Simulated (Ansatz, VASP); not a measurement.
## BN in VASP and in Ansatz

```
B N
1.0
     2.19602    0.00000    0.00000
    -1.09801    1.90181    0.00000
     0.00000    0.00000    3.65873
B N
2 2
Direct
  0.33333 0.66667 0.00238
  0.66667 0.33333 0.50238
  0.33333 0.66667 0.37362
  0.66667 0.33333 0.87362
```

Change from the starting cell: volume scaled by 0.64, PAW files.

Alike in both runs: task single point; functional PBE; k mesh 12 × 12 × 6; occupations fermi-dirac, width 0.05 eV; no spin polarisation.

|  | VASP | Ansatz |
| --- | --- | --- |
| version | VASP 6.6.1 | Ansatz 0.2.0 |
| potentials or method | VASP PAW PBE potentials, release 64 (B, N) | PAW with Ansatz's default frozen-core files, scalar-relativistic |
| plane-wave cutoff (eV) | 520 | 420 |
| valence electrons in the cell | 16 | 16 |

```tsv
	VASP	Ansatz	Ansatz less VASP
gap on the k mesh at the Fermi level (eV)	3.62	3.67	+0.057
pressure (GPa)	371.3	369.0	-2.35
traceless stress, the component that is largest in VASP (GPa)	0.09	0.04	-0.040
```

Both programs put the cell under a high pressure, so it lies far from rest at this level. With one functional, cell and mesh, what is left measures potentials, basis and numerics.

Noted on VASP's run: the cell as given lies far from equilibrium.
